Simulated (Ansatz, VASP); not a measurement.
NbTe7: VASP beside Ansatz

```
CELL_PARAMETERS angstrom
6.54542 0.00000 0.00000
-3.27271 5.66850 0.00000
0.00000 0.00000 8.21988
ATOMIC_POSITIONS crystal
Nb 0.00000 0.00000 0.50000
Te 0.50000 0.00000 0.50000
Te 0.00000 0.50000 0.50000
Te 0.50000 0.50000 0.50000
Te 0.33333 0.66667 0.78543
Te 0.66667 0.33333 0.21457
Te 0.00000 0.00000 0.18323
Te 0.00000 0.00000 0.81677
```

Alike in both runs: functional PBE; k mesh 3 × 3 × 2; occupations gaussian, width 0.2 eV; no spin polarisation.

Ansatz relaxed the structure, and its values are those at the end. VASP's run is a single point on that final structure, the one shown.

```csv
,VASP,Ansatz
version,VASP 6.6.1,Ansatz 0.2.0
potentials or method,"VASP PAW PBE potentials, release 64 (Nb_sv, Te), cutoff 520 eV","scalar-relativistic, plane waves, PAW"
valence electrons in the cell,55,125
```

Ansatz gave:

```
gap on the k mesh at the Fermi level (eV) : none
pressure (GPa)                            : -0.2
rms of the force components (eV/Å)        : 0.010
```

**Question.** Which values does VASP return?

**Answer.** gap on the k mesh at the Fermi level (eV): none; pressure (GPa): -0.2; rms of the force components (eV/Å): 0.015.

A gap of «none» marks a metal or a gap that the smearing closes. VASP's potentials hold 55 valence electrons a cell and Ansatz's 125, so a difference there can come from the potentials and not from the codes.

The k mesh is coarse, so the values compare programs but aren't converged. Neither program's run includes spin-orbit coupling.
